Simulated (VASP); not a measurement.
# Li2TaO3 (P4mm) in VASP: a series of runs

Li2TaO3 is run at these levels: PBE; tasks: single point, relaxation of cell and atoms.

Everything below comes from runs of VASP 6.6.1. Logs are shortened: lines on timing, memory, paths and dates and some standing lists are left out, and cuts for length are marked.

## 1. The cell of the first run

It takes space group P4mm (No. 99, tetragonal). Conventional cell: a = 2.879 Å, b = 2.879 Å, c = 8.311 Å, α = 90.00°, β = 90.00°, γ = 90.00°. Within 3.3 Å of Li (site symmetry 4mm) lie 4 Ta at 2.48 Å and 6 O at 2.50 to 2.72 Å and 4 Li at 2.88 Å. Li (site symmetry 4mm) has 9 O at 2.49 to 2.69 Å and 1 Ta at 2.74 Å and 4 Li at 2.88 Å within 3.3 Å. Ta (site symmetry 4mm) has 5 O at 2.41 to 2.88 Å and 5 Li at 2.48 to 2.74 Å and 4 Ta at 2.88 Å within 3.2 Å. Within 3.2 Å of O (site symmetry 4mm) lie 9 O at 2.39 to 2.89 Å and 5 Li at 2.49 to 2.70 Å. O (site symmetry 4mm) has 4 Ta at 2.41 Å and 5 Li at 2.50 to 2.72 Å and 5 O at 2.88 to 2.89 Å within 3.2 Å. Within 3.2 Å of O (site symmetry 4mm) lie 8 O at 2.39 to 2.88 Å and 5 Li at 2.50 to 2.69 Å and 1 Ta at 2.88 Å.

## 2. Single point, PBE

INCAR

```
PREC = Accurate
ENCUT = 520
EDIFF = 1E-7
ISMEAR = 0
SIGMA = 0.1
LREAL = False
LASPH = True
NELM = 100
ALGO = Normal
ISIF = 2
LWAVE = False
LCHARG = False
GGA = PE
NBANDS = 26
```

KPOINTS

```
regular mesh
0
Gamma
  6 6 2
```

POSCAR

```
Li2TaO3
1.0
    2.8794593800      0.0000000000      0.0000000000
    0.0000000000      2.8794593800      0.0000000000
    0.0000000000      0.0000000000      8.3110331600
Li Ta O
2 1 3
Direct
    0.0000000000      0.0000000000      0.9999432600
    0.5000000000      0.5000000000      0.5015775000
    0.5000000000      0.5000000000      0.1713354600
    0.0000000000      0.0000000000      0.6746923900
    0.0000000000      0.0000000000      0.3274696500
    0.5000000000      0.5000000000      0.8249817500
```

Potentials or basis: VASP PAW PBE potentials, release 64 (Li_sv, Ta_pv, O).

Started as:

```console
cat potpaw_PBE.64/Li_sv/POTCAR potpaw_PBE.64/Ta_pv/POTCAR potpaw_PBE.64/O/POTCAR > POTCAR
mpirun -np 1 vasp_std > vasp.out
```

OUTCAR:

```text
PREC = Accurate
   ENCUT = 520
   EDIFF = 1E-7
   ISMEAR = 0
   LREAL = False
   LASPH = True
   NELM = 100
   ISIF = 2
   GGA = PE

 ion  position               nearest neighbor table
   1  0.000  0.000  1.000-   3 2.48   3 2.48   3 2.48   3 2.48
   2  0.500  0.500  0.502-   3 2.74
   3  0.500  0.500  0.171-   5 2.41   5 2.41   5 2.41   5 2.41   1 2.48   1 2.48   1 2.48   1 2.48
                             2 2.74
   4  0.000  0.000  0.675-
   5  0.000  0.000  0.327-   3 2.41   3 2.41   3 2.41   3 2.41
   6  0.500  0.500  0.825-

  LATTYP: Found a simple tetragonal cell.
 ALAT       =     2.8794593800
 C/A-ratio  =     2.8863172086

  Lattice vectors:

 A1 = (   2.8794593800,   0.0000000000,   0.0000000000)
 A2 = (   0.0000000000,   2.8794593800,   0.0000000000)
 A3 = (   0.0000000000,   0.0000000000,   8.3110331600)

Analysis of symmetry for initial positions (statically):
=====================================================================
 Subroutine PRICEL returns:
 Original cell was already a primitive cell.

 Routine SETGRP: Setting up the symmetry group for a
 simple tetragonal supercell.

 Subroutine GETGRP returns: Found  8 space group operations
 (whereof  8 operations were pure point group operations)
 out of a pool of 16 trial point group operations.

The static configuration has the point symmetry C_4v.

Analysis of symmetry for dynamics (positions and initial velocities):
=====================================================================
 Subroutine PRICEL returns:
 Original cell was already a primitive cell.

 Routine SETGRP: Setting up the symmetry group for a
 simple tetragonal supercell.

 Subroutine GETGRP returns: Found  8 space group operations
 (whereof  8 operations were pure point group operations)
 out of a pool of 16 trial point group operations.

The dynamic configuration has the point symmetry C_4v.

 Subroutine INISYM returns: Found  8 space group operations
 (whereof  8 operations are pure point group operations),
 and found     1 'primitive' translations

----------------------------------------------------------------------------------------

                                     Primitive cell

  volume of cell :      68.9092

  direct lattice vectors                    reciprocal lattice vectors
     2.879459380  0.000000000  0.000000000     0.347287413  0.000000000  0.000000000
     0.000000000  2.879459380  0.000000000     0.000000000  0.347287413  0.000000000
     0.000000000  0.000000000  8.311033160     0.000000000  0.000000000  0.120321984

  length of vectors
     2.879459380  2.879459380  8.311033160     0.347287413  0.347287413  0.120321984

  position of ions in fractional coordinates (direct lattice)
     0.000000000  0.000000000  0.999943260
     0.500000000  0.500000000  0.501577500
     0.500000000  0.500000000  0.171335460
     0.000000000  0.000000000  0.674692390
     0.000000000  0.000000000  0.327469650
     0.500000000  0.500000000  0.824981750

  ion indices of the primitive-cell ions
   primitive index   ion index
                 1           1
                 2           2
                 3           3
                 4           4
                 5           5
                 6           6

----------------------------------------------------------------------------------------

 KPOINTS: regular mesh

Automatic generation of k-mesh.
 Grid dimensions read from file:
 generate k-points for:    6    6    2

 Generating k-lattice:

  Cartesian coordinates                     Fractional coordinates (reciprocal lattice)
     0.057881236  0.000000000  0.000000000     0.166666667  0.000000000  0.000000000
     0.000000000  0.057881236  0.000000000     0.000000000  0.166666667  0.000000000
     0.000000000  0.000000000  0.060160992     0.000000000  0.000000000  0.500000000

  Length of vectors
     0.057881236  0.057881236  0.060160992

  Shift w.r.t. Gamma in fractional coordinates (k-lattice)
     0.000000000  0.000000000  0.000000000

 Subroutine IBZKPT returns following result:
 ===========================================

 Found     20 irreducible k-points:

 Following reciprocal coordinates:
            Coordinates               Weight
  0.000000  0.000000  0.000000      1.000000
  0.166667  0.000000  0.000000      4.000000
  0.333333  0.000000  0.000000      4.000000
  0.500000  0.000000  0.000000      2.000000
  0.166667  0.166667  0.000000      4.000000
  0.333333  0.166667  0.000000      8.000000
[... 12 lines left out ...]
  0.500000  0.333333  0.500000      4.000000
  0.500000  0.500000  0.500000      1.000000
   k-points           NKPTS =     20   k-points in BZ     NKDIM =     20   number of bands    NBANDS=     26
   number of dos      NEDOS =    301   number of ions     NIONS =      6
   total plane-waves  NPLWV =  36864
   dimension x,y,z NGX =    24 NGY =   24 NGZ =   64
   dimension x,y,z NGXF=    48 NGYF=   48 NGZF=  128
   ions per type =               2   1   3
   NGX,Y,Z   is equivalent  to a cutoff of  13.86, 13.86, 12.80 a.u.
   NGXF,Y,Z  is equivalent  to a cutoff of  27.71, 27.71, 25.60 a.u.
 SYSTEM =  unknown system
   PREC   = accura    normal or accurate (medium, high low for compatibility)
   ISTART =      0    job   : 0-new  1-cont  2-samecut
   ICHARG =      2    charge: 1-file 2-atom 10-const
   ISPIN  =      1    spin polarized calculation?
   LNONCOLLINEAR =      F non collinear calculations
   LSORBIT =      F    spin-orbit coupling
   LASPH  =      T    aspherical Exc in radial PAW
   ENCUT  =  520.0 eV  38.22 Ry    6.18 a.u.   5.35  5.35 15.45*2*pi/ulx,y,z
   NELM   =    100;   NELMIN=  2; NELMDL= -5     # of ELM steps
   EDIFF  = 0.1E-06   stopping-criterion for ELM
   LREAL  =      F    real-space projection
   EDIFFG = 0.1E-05   stopping-criterion for IOM
   NSW    =      0    number of steps for IOM
   IBRION =     -1    ionic relax: 0-MD 1-quasi-New 2-CG
   NFREE  =      0    steps in history (QN), initial steepest desc. (CG)
   ISIF   =      2    stress and relaxation
   ISYM   =      2    0-nonsym 1-usesym 2-fastsym
   POTIM  = 0.5000    time-step for ionic-motion
   TEBEG  =    0.0;   TEEND  =   0.0 temperature during run
   PSTRESS=    0.0 pullay stress
   NELECT =      35.0000    total number of electrons
   NUPDOWN=      -1.0000    fix difference up-down
   EMIN   =  10.00;   EMAX   =-10.00  energy-range for DOS
   EFERMI =   0.00;   METHOD = LEGACY
   ISMEAR =     0;   SIGMA  =   0.10  broadening in eV -4-tet -1-fermi 0-gaus
   EFERMI_NEDOS =   21; number of points for ismear=-14 and -15
   IALGO  =     38    algorithm
   IMIX   =      4    mixing-type and parameters
     AMIX     =   0.40;   BMIX     =  1.00
     AMIX_MAG =   1.60;   BMIX_MAG =  1.00
  volume/ion in A,a.u.               =      11.48        77.50
  Fermi-wavevector in a.u.,A,eV,Ry     =   1.306187  2.468335 23.213216  1.706123
  Thomas-Fermi vector in A             =   2.437005
   LORBIT       =      0    0 simple, 1 ext, 2 COOP (PROOUT), +10 PAW based schemes
   GGA     = PE    functional components
   LHFCALC =     F    Hartree Fock is set to
   AEXX    =    0.0000 exact exchange contribution
   IVDW    =     0    specifies the selected vdW correction
   LEPSILON=     F    determine dielectric tensor
   LRPA    =     F    only Hartree local field effects (RPA)
 non-spin polarized calculation
 Gauss-broadening in eV      SIGMA  =   0.10
  energy-cutoff  :      520.00
  volume of cell :       68.91
 maximum number of plane-waves:      1883
 NGX is ok and might be reduce to    24
   NGX = 11   NGY = 11   NGZ = 31

 number of electron      34.9999983 magnetization

 Free energy of the ion-electron system (eV)
  ---------------------------------------------------
  ext. energy  EPLUGINS =         0.00000000
  ---------------------------------------------------
  free energy    TOTEN  =       -30.38172286 eV

  energy without entropy =      -30.35649157  energy(sigma->0) =      -30.36910722

 E-fermi :   2.4939     XC(G=0): -10.3947

 val. band max:        2.4772357305   @ k =   0.1667   0.1667   0.0000
 cond. band min:       2.5302716022   @ k =   0.3333   0.1667   0.0000
 fundamental gap:      0.0530358718
 Fermi energy:         2.4938729613

 k-point     1 :       0.0000    0.0000    0.0000
  band No.  band energies     occupation
      1     -43.2600      2.00000
      2     -42.0720      2.00000
      3     -32.5527      2.00000
      4     -31.9488      2.00000
      5     -31.9488      2.00000
      6     -16.5760      2.00000
[... 18 lines left out ...]
     25       9.8483      0.00000
     26      12.7694      0.00000

 k-point     2 :       0.1667    0.0000    0.0000
  band No.  band energies     occupation
      1     -43.2572      2.00000
      2     -42.0684      2.00000
      3     -32.5313      2.00000
      4     -32.1483      2.00000
      5     -31.9310      2.00000
      6     -16.4390      2.00000
[... 18 lines left out ...]
     25      10.2209      0.00000
     26      12.8914      0.00000

 k-point     3 :       0.3333    0.0000    0.0000
  band No.  band energies     occupation
      1     -43.2513      2.00000
      2     -42.0615      2.00000
      3     -32.5337      2.00000
      4     -32.4839      2.00000
      5     -31.8953      2.00000
      6     -16.1659      2.00000
[... 18 lines left out ...]
     25      10.7947      0.00000
     26      12.0765      0.00000

 k-point     4 :       0.5000    0.0000    0.0000
  band No.  band energies     occupation
      1     -43.2484      2.00000
      2     -42.0580      2.00000
      3     -32.7135      2.00000
      4     -32.4648      2.00000
      5     -31.8773      2.00000
      6     -16.0284      2.00000
[... 18 lines left out ...]
     25      10.7855      0.00000
     26      11.1038      0.00000

 k-point     5 :       0.1667    0.1667    0.0000
  band No.  band energies     occupation
      1     -43.2543      2.00000
      2     -42.0647      2.00000
      3     -32.5098      2.00000
      4     -32.1374      2.00000
      5     -32.1187      2.00000
      6     -16.3213      2.00000
[... 18 lines left out ...]
     25      10.4717      0.00000
     26      13.1334      0.00000

 k-point     6 :       0.3333    0.1667    0.0000
  band No.  band energies     occupation
      1     -43.2486      2.00000
      2     -42.0572      2.00000
      3     -32.5080      2.00000
      4     -32.4637      2.00000
      5     -32.0870      2.00000
      6     -16.0858      2.00000
[... 311 lines left out ...]
 k-point    17 :       0.5000    0.1667    0.5000
  band No.  band energies     occupation
      1     -43.2457      2.00000
      2     -42.0534      2.00000
      3     -32.6866      2.00000
      4     -32.4438      2.00000
      5     -32.0665      2.00000
      6     -15.9673      2.00000
[... 18 lines left out ...]
     25      10.6390      0.00000
     26      11.0617      0.00000

 k-point    18 :       0.3333    0.3333    0.5000
  band No.  band energies     occupation
      1     -43.2430      2.00000
      2     -42.0486      2.00000
      3     -32.4649      2.00000
      4     -32.4465      2.00000
      5     -32.4223      2.00000
      6     -15.9251      2.00000
[... 18 lines left out ...]
     25      10.8232      0.00000
     26      11.2607      0.00000

 k-point    19 :       0.5000    0.3333    0.5000
  band No.  band energies     occupation
      1     -43.2403      2.00000
      2     -42.0444      2.00000
      3     -32.6322      2.00000
      4     -32.4300      2.00000
      5     -32.4015      2.00000
      6     -15.8442      2.00000
[... 18 lines left out ...]
     25      10.5886      0.00000
     26      10.9968      0.00000

 k-point    20 :       0.5000    0.5000    0.5000
  band No.  band energies     occupation
      1     -43.2376      2.00000
      2     -42.0399      2.00000
      3     -32.6047      2.00000
      4     -32.6047      2.00000
      5     -32.3802      2.00000
      6     -15.7821      2.00000
[... 18 lines left out ...]
     25      10.9197      0.00000
     26      10.9692      0.00000

------------------------ aborting loop because EDIFF is reached ----------------------------------------

  FORCE on cell =-STRESS in cart. coord.  units (eV):
  Direction    XX          YY          ZZ          XY          YZ          ZX
  --------------------------------------------------------------------------------------
  -------------------------------------------------------------------------------------
  Total       -2.0601836     -2.0601836     -5.2436482      0.0000000      0.0000000      0.0000000
  in kB      -47.9004486    -47.9004486   -121.9178240      0.0000000      0.0000000      0.0000000
  external PRESSURE =     -72.5729071 kB  Pullay stress =       0.0000000 kB

 VOLUME and BASIS-vectors are now :
 -----------------------------------------------------------------------------
  energy-cutoff  :      520.00
  volume of cell :       68.91
      direct lattice vectors                 reciprocal lattice vectors
     2.879459380  0.000000000  0.000000000     0.347287413  0.000000000  0.000000000
     0.000000000  2.879459380  0.000000000     0.000000000  0.347287413  0.000000000
     0.000000000  0.000000000  8.311033160     0.000000000  0.000000000  0.120321984

 POSITION                                       TOTAL-FORCE (eV/Angst)
 -----------------------------------------------------------------------------------
      0.00000      0.00000      8.31056         0.000000      0.000000     -5.357736
      1.43973      1.43973      4.16863         0.000000      0.000000      1.927797
      1.43973      1.43973      1.42397         0.000000     -0.000000      2.556371
      0.00000      0.00000      5.60739         0.000000      0.000000      0.078425
      0.00000      0.00000      2.72161         0.000000      0.000000     -1.312373
      1.43973      1.43973      6.85645        -0.000000     -0.000000      2.107516
 -----------------------------------------------------------------------------------
    total drift:                                0.000000     -0.000000      0.000070

  FREE ENERGIE OF THE ION-ELECTRON SYSTEM (eV)
  ---------------------------------------------------
  free  energy   TOTEN  =       -30.3817228634 eV

  energy  without entropy=      -30.3564915690  energy(sigma->0) =      -30.36910722
```

Wall time 18 s (1 thread of Intel Xeon 6975P-C (Granite Rapids), shared host); peak memory 0.19 GiB.

What came out:

| Property | Result |
| --- | --- |
| Free energy | -30.3817 eV |
| Largest force | 5.358 eV/Å |

Forces on the atoms (eV/Å):
```
Li   0.000  0.000 -5.358
Li   0.000  0.000  1.928
Ta   0.000  0.000  2.556
O    0.000  0.000  0.078
O    0.000  0.000 -1.312
O    0.000  0.000  2.108
```

Caveat: the k points lie up to 0.38 Å⁻¹ apart; the cutoff is under 1.25 times the usual one of these potentials, so pressure, stress and relaxed cells hold a basis-set (Pulay) error; spin-orbit coupling is left out, which moves the levels of the heavy elements; an odd number of electrons without spin polarisation forces a metal; a magnetic or distorted state may lie lower.

## 3. Single point, PBE

This run uses another cell than the first one, of 12.21 Å³/atom, 1.063 times its volume.

INCAR

```
SYSTEM = Li2TaO3
  PREC = Accurate
  ENCUT = 520
  EDIFF = 1E-6
  ISMEAR = 0
  SIGMA = 0.1
  LREAL = .FALSE.
  LASPH = .TRUE.
  NELM = 60
  ALGO = Normal
  ISIF = 2
  LWAVE = .FALSE.
  LCHARG = .FALSE.
  GGA = PE
  NBANDS = 26
```

KPOINTS

```
regular mesh
0
G
  6 6 2
  0 0 0
```

POSCAR

```
Li2TaO3
1.0
    2.8688479539      0.0000000000      0.0000000000
    0.0000000000      2.8688479539      0.0000000000
    0.0000000000      0.0000000000      8.9032219953
Li Ta O
2 1 3
Direct
    0.0000000000      0.0000000000      0.8525228887
    0.5000000000      0.5000000000      0.6235412202
    0.5000000000      0.5000000000      0.1635751149
    0.0000000000      0.0000000000      0.6504327516
    0.0000000000      0.0000000000      0.2487951261
    0.5000000000      0.5000000000      0.9611329085
```

Potentials or basis: VASP PAW PBE potentials, release 64 (Li_sv, Ta_pv, O).

Started as:

```console
cat potpaw_PBE.64/Li_sv/POTCAR potpaw_PBE.64/Ta_pv/POTCAR potpaw_PBE.64/O/POTCAR > POTCAR
mpirun -np 1 vasp_std > vasp.out
```

It took 22 s on 1 thread of Intel Xeon 6975P-C (Granite Rapids), shared host; peak memory 0.2 GiB.

Results (log left out):

```yaml
Free_energy: -40.8930 eV
Largest_force: 0.276 eV/Å
```

Forces in eV/Å, atoms in the order of the input:
```
Li   0.000  0.000  0.046
Li   0.000  0.000 -0.009
Ta   0.000  0.000  0.241
O    0.000  0.000 -0.037
O    0.000  0.000  0.034
O    0.000  0.000 -0.276
```

Levels at points of the mesh, in eV from the Fermi level:
```
           k point  band 13  band 14  band 15  band 16  band 17  band 18  band 19  band 20  band 21  band 22
(0.00, 0.00, 0.00)    -4.07    -3.81    -3.81    -1.86    -0.09    -0.09     0.14     2.89     3.01     3.69
(0.50, 0.00, 0.00)    -5.30    -3.69    -2.30    -1.03    -0.51     0.34     0.70     2.88     3.78     4.19
(0.50, 0.50, 0.00)    -5.78    -5.18    -2.38    -2.38    -0.45     1.92     1.92     2.46     4.41     5.49
(0.00, 0.00, 0.50)    -4.07    -3.81    -3.81    -1.90    -0.09    -0.09     0.15     2.89     3.32     3.69
(0.50, 0.00, 0.50)    -5.30    -3.69    -2.26    -1.01    -0.54     0.34     0.69     2.88     3.57     4.19
(0.50, 0.50, 0.50)    -5.78    -5.18    -2.38    -2.38    -0.44     1.91     1.91     2.45     4.40     5.49
```

Caveat: the k points lie up to 0.37 Å⁻¹ apart; the cutoff is under 1.25 times the usual one of these potentials, so pressure, stress and relaxed cells hold a basis-set (Pulay) error; spin-orbit coupling is left out, which moves the levels of the heavy elements; an odd number of electrons without spin polarisation forces a metal; a magnetic or distorted state may lie lower.

[end of part 1 of 2]
